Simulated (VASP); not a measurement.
Mg2Sn, 3 atoms in the cell. Symmetry: Fm-3m, No. 225, cubic system. Conventional cell: a = 6.739 Å, b = 6.739 Å, c = 6.739 Å, α = 90.00°, β = 90.00°, γ = 90.00°. Mg (site symmetry -43m) has 4 Sn at 2.92 Å and 6 Mg at 3.37 Å within 3.8 Å. Sn (site symmetry m-3m) has 8 Mg at 2.92 Å within 3.8 Å. 

* Program: VASP 6.6.1
* Task: relaxation of cell and atoms
* Functional: r2SCAN
* Potentials or basis: VASP PAW PBE potentials, release 64 (Mg, Sn_d)
* Cutoff: 660 eV
* k mesh: 10 × 10 × 10
* Occupations: gaussian, width 0.01 eV
* Spin: no spin polarisation
* Dipole correction: no
* Further INCAR settings: ALGO = Normal; EDIFF = 1e-07; IBRION = 2; EDIFFG = -0.005; NSW = 100; ISIF = 3

Potentials or basis: VASP PAW PBE potentials, release 64 (Mg, Sn_d).

The run is started by

```console
$ cat potpaw_PBE.64/Mg/POTCAR potpaw_PBE.64/Sn_d/POTCAR > POTCAR
$ cp INCAR.step1 INCAR
$ mpirun -np 1 vasp_std > vasp.out
$ cp INCAR.step2 INCAR
$ mpirun -np 1 vasp_std > vasp.out
```

Hardware: 1 thread of Intel(R) Xeon(R) 6975P-C (Granite Rapids), on a shared host.

Task: Estimate the wall time of this run.

Result: It took 4.1 min on 1 thread of Intel(R) Xeon(R) 6975P-C (Granite Rapids), with other jobs on the host, peak memory 0.32 GiB. Counts: k points 47, ion steps 2.
